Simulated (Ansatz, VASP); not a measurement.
## Two plane-wave programs on Sc2InSb3

```xyz
6
Lattice="3.3749 -5.8411 0.0076 3.3749 5.8411 0.0076 -0.0151 0.0000 4.3052" Properties=species:S:1:pos:R:3 pbc="T T T"
Sc    3.3749   -1.9459    0.0076
Sc    3.3749    1.9459    0.0076
In    0.0000    0.0000    0.0000
Sb    3.3673    0.0000    2.1602
Sb    1.6799    2.9206    2.1564
Sb    1.6799   -2.9206    2.1564
```

Change from the starting cell: species swapped into the ErB2Rh3 type (C2/m, No. 12).

Alike in both runs: functional PBE; k mesh 3 × 3 × 4; occupations gaussian, width 0.2 eV; no spin polarisation.

Ansatz relaxed the structure, and its values are those at the end. VASP's run is a single point on that final structure, the one shown.

```csv
,VASP,Ansatz
version,VASP 6.6.1,Ansatz 0.2.0
potentials or method,"VASP PAW PBE potentials, release 64 (Sc_sv, In_d, Sb), cutoff 520 eV","scalar-relativistic, plane waves, PAW"
valence electrons in the cell,50,80
```

|  | VASP | Ansatz | Ansatz less VASP |
| --- | --- | --- | --- |
| gap on the k mesh at the Fermi level (eV) | none | none | - |
| pressure (GPa) | 0.2 | 0.2 | -0.03 |
| rms of the force components (eV/Å) | 0.004 | 0.004 | 0.0000 |

A gap of «none» marks a metal or a gap that the smearing closes. With one functional, cell and mesh, what is left measures potentials, basis and numerics. VASP's potentials hold 50 valence electrons a cell and Ansatz's 80, so a difference there can come from the potentials and not from the codes.

The k mesh is coarse, so the values compare programs but aren't converged. Neither program's run includes spin-orbit coupling.
